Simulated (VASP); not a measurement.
Runs of VASP 6.6.1 on ZnO (NiAs type). The structure is that of space group P6_3/mmc (No. 194), or close to it. The cells are those of the table. 

```tsv
task	cell	cutoff (eV)	gap on the mesh (eV)	pressure (GPa)
relaxation of shape and atoms at fixed volume	relaxed from a = 2.479, b = 2.479, c = 4.254 Å, angles 90.0, 90.0, 120.0°, 4 atoms	600	(b)	364.8
single point	a = 3.025, b = 3.025, c = 5.192 Å, angles 90.0, 90.0, 120.0°, 4 atoms	520	0.52	0.9
relaxation of shape and atoms at fixed volume	relaxed from a = 2.899, b = 2.899, c = 4.975 Å, angles 90.0, 90.0, 120.0°, 4 atoms	600	1.13	28.8
relaxation of shape and atoms at fixed volume	relaxed from a = 2.963, b = 2.963, c = 5.086 Å, angles 90.0, 90.0, 120.0°, 4 atoms	600	(a)	12.3
relaxation of shape and atoms at fixed volume	relaxed from a = 2.607, b = 2.607, c = 4.474 Å, angles 90.0, 90.0, 120.0°, 4 atoms	600	3.08	197.1
relaxation of shape and atoms at fixed volume	relaxed from a = 2.808, b = 2.808, c = 4.820 Å, angles 90.0, 90.0, 120.0°, 4 atoms	600	1.65	60.9
relaxation of shape and atoms at fixed volume	relaxed from a = 2.711, b = 2.711, c = 4.654 Å, angles 90.0, 90.0, 120.0°, 4 atoms	600	2.29	112.5
```

Alike in all rows: level PBE; potentials or basis VASP PAW PBE potentials, release 64 (Zn, O); no spin polarisation; k mesh 11 × 11 × 7; smearing fermi-dirac 0.08 eV.

**Question.** Estimate the missing entries.

**Answer.** (a) 0.80; (b) 4.14.

Caveats: an odd mesh through Γ misses points on the zone boundary, where band edges can lie (at least some runs).
